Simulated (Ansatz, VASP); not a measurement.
**Two plane-wave programs on MgS**

POSCAR

```
MgS
1.0
    0.0000000000      2.7365365106      2.7365365106
    2.7365365106      0.0000000000      2.7365365106
    2.7365365106      2.7365365106      0.0000000000
Mg S
1 1
Direct
    0.0000000000      0.0000000000      0.0000000000
    0.5000000000      0.5000000000      0.5000000000
```

INCAR.step1

```
PREC = Accurate
ENCUT = 520
EDIFF = 1E-5
ISMEAR = 0
SIGMA = 0.01
LREAL = False
LASPH = True
NELM = 100
ALGO = Normal
ISIF = 2
LWAVE = True
LCHARG = False
NBANDS = 11
GGA = PE
```

File INCAR.step2:

```
PREC = Accurate
ENCUT = 520
EDIFF = 1E-7
ISMEAR = 0
SIGMA = 0.01
LREAL = False
LASPH = True
NELM = 100
ALGO = Normal
ISIF = 2
LWAVE = False
LCHARG = False
GGA = PE
LHFCALC = True
HFSCREEN = 0.2079
PRECFOCK = Normal
NBANDS = 11
ISTART = 1
```

File KPOINTS:

```
Automatic mesh
0
Gamma
  6 6 6
```

Input for Ansatz:

```yaml
crystal:
  lattice:
    - [0.0, 2.7365365106, 2.7365365106]
    - [2.7365365106, 0.0, 2.7365365106]
    - [2.7365365106, 2.7365365106, 0.0]
  atoms:
    - { symbol: Mg, position: [0.0, 0.0, 0.0] }
    - { symbol: S, position: [0.5, 0.5, 0.5] }
kpoints:
  mp_grid: { grid: [6, 6, 6] }
  band_path:
    path:
      - [0.0, 0.0, 0.0]
      - [0.5, 0.0, 0.5]
      - [0.625, 0.25, 0.625]
      - [0.375, 0.375, 0.75]
      - [0.5, 0.5, 0.5]
      - [0.5, 0.25, 0.75]
      - [0.0, 0.5, 0.5]
    npoints: 1
hamiltonian:
  xc: hse06
scf:
  occupations: { method: fixed }
  n_extra_bands: 4
output:
  forces: true
  stress: true
  eigenvalues: true
```

Change from the starting cell: hydrostatic strain +5.2%.

Alike in both runs: task single point; functional HSE06; k mesh 6 × 6 × 6; no spin polarisation.

|  | VASP | Ansatz |
| --- | --- | --- |
| version | VASP 6.6.1 | Ansatz 0.2.0 |
| potentials or method | VASP PAW PBE potentials, release 64 (Mg, S) | plane waves, PAW |
| plane-wave cutoff (eV) | 520 | 420 |
| occupations | gaussian, width 0.01 eV | fixed |
| valence electrons in the cell | 8 | 16 |

```tsv
	VASP	Ansatz	Ansatz less VASP
gap on the k mesh at the Fermi level (eV)	3.36	3.42	+0.054
pressure (GPa)	-9.4	-9.1	+0.25
```

VASP's potentials hold 8 valence electrons a cell and Ansatz's 16, so a difference there can come from the potentials and not from the codes. Ansatz's warnings: stress exchange threshold loose, stress scf threshold loose.
